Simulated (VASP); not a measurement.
Runs of VASP 6.6.1 on Cr. It takes space group Im-3m (No. 229, cubic). The conventional cell has a = 2.830 Å, b = 2.830 Å, c = 2.830 Å, α = 90.00°, β = 90.00°, γ = 90.00°. Within 3.2 Å of Cr (site symmetry m-3m) lie 14 Cr at 2.45 to 2.83 Å. 

| k mesh | cutoff (eV) | smearing | gap on the mesh (eV) | pressure (GPa) |
| --- | --- | --- | --- | --- |
| 15 × 15 × 15 | 550 | methfessel-paxton 1 eV | none | -1.7 |
| 16 × 16 × 16 | 550 | fermi-dirac 0.1 eV | none | 0.5 |
| 15 × 15 × 15 | 550 | fermi-dirac 0.6 eV | none | 13.0 |
| 15 × 15 × 15 | 550 | methfessel-paxton 0.6 eV | none | (b) |
| 15 × 15 × 15 | 520 | gaussian 0.2 eV | none | 0.6 |
| 15 × 15 × 15 | 550 | methfessel-paxton 0.01 eV | none | (a) |
| 15 × 15 × 15 | 550 | methfessel-paxton 0.3 eV | none | 0.5 |
| 15 × 15 × 15 | 520 | gaussian 0.1 eV | none | 0.6 |
| 15 × 15 × 15 | 550 | methfessel-paxton 0.2 eV | none | 0.6 |
| 8 × 8 × 8 | 550 | fermi-dirac 0.1 eV | none | 1.1 |
| 15 × 15 × 15 | 550 | fermi-dirac 1 eV | none | 35.2 |

Alike in all rows: task single point; level r2SCAN; potentials or basis VASP PAW PBE potentials, release 64 (Cr_pv); no spin polarisation; cell as given.

Task: Estimate the missing entries.

Result: (a) 0.4; (b) 0.2.

Caveats: some runs use coarse meshes; the PAW data sets were made with another functional, which shifts forces and pressure a little; the run has no spin polarisation, though such a crystal can be magnetic.

A gap of «none» marks levels without a gap at the run's occupations.
